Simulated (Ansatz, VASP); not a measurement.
# Sn in VASP and in Ansatz

```
Sn
1.0
     3.26908    0.00000    0.00000
    -1.63454    2.83111    0.00000
     0.00000    0.00000    5.43183
Sn
2
Cartesian
  0.0000 1.8874 1.3580
  1.6345 0.9437 4.0739
```

Alike in both runs: task single point; functional RPBE; k mesh 12 × 12 × 6; occupations fermi-dirac, width 0.1 eV; no spin polarisation.

```csv
,VASP,Ansatz
version,VASP 6.6.1,Ansatz 0.2.0
potentials or method,"VASP PAW PBE potentials, release 64 (Sn_d), cutoff 520 eV","plane waves (420 eV) with PAW, scalar-relativistic"
valence electrons in the cell,28,28
```

Ansatz gave:

| Property | Result |
| --- | --- |
| pressure (GPa) | 7.6 |
| traceless stress, the component that is largest in VASP (GPa) | -1.19 |

Which values does VASP return?

Pressure (GPa): 7.6; traceless stress, the component that is largest in VASP (GPa): -1.20.

VASP's potentials were made for PBE, not for RPBE.
